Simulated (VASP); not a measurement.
## Ge: single point with PBE+D3(BJ)

Ge, a slab with vacuum:

```
Ge
1.0
     4.22400    0.00000    0.00000
    -2.11200    3.65809    0.00000
     0.00000    0.00000   28.00000
Ge
2
Direct
  0.33333 0.66667 0.50262
  0.66667 0.33333 0.49738
```

```
Program                : VASP 6.6.1
Task                   : single point
Functional             : PBE
Dispersion             : D3(BJ)
Potentials or basis    : VASP PAW PBE potentials, release 64 (Ge_d)
Cutoff                 : 520 eV
k mesh                 : 12 × 12 × 1
Occupations            : gaussian, width 0.1 eV
Spin                   : no spin polarisation
Dipole correction      : yes
Further INCAR settings : ALGO = Normal; EDIFF = 1e-06; NBANDS = 21
```

* Largest force: 0.293 eV/Å
* Band gap on the k mesh: zero (bands 14 and 15 overlap by 1.70 eV)
* Dispersion energy per atom: -0.139 eV

Forces in eV/Å, atoms in the order of the input:
```
Ge   0.000  0.000  0.293
Ge   0.000  0.000 -0.293
```

Levels at points of the mesh, in eV from the Fermi level:
```
           k point  band 11  band 12  band 13  band 14  band 15  band 16  band 17  band 18
(0.00, 0.00, 0.00)   -11.17    -2.37    -1.52    -1.21    -1.21     3.38     3.38     3.55
(0.50, 0.00, 0.00)    -9.37    -7.60    -2.53    -0.44     0.63     1.26     6.15     6.51
```

It took 3.3 min on 1 thread of Intel(R) Xeon(R) Platinum 8259CL CPU @ 2.50GHz (Skylake/Cascade Lake), with other jobs on the host, peak memory 0.56 GiB.
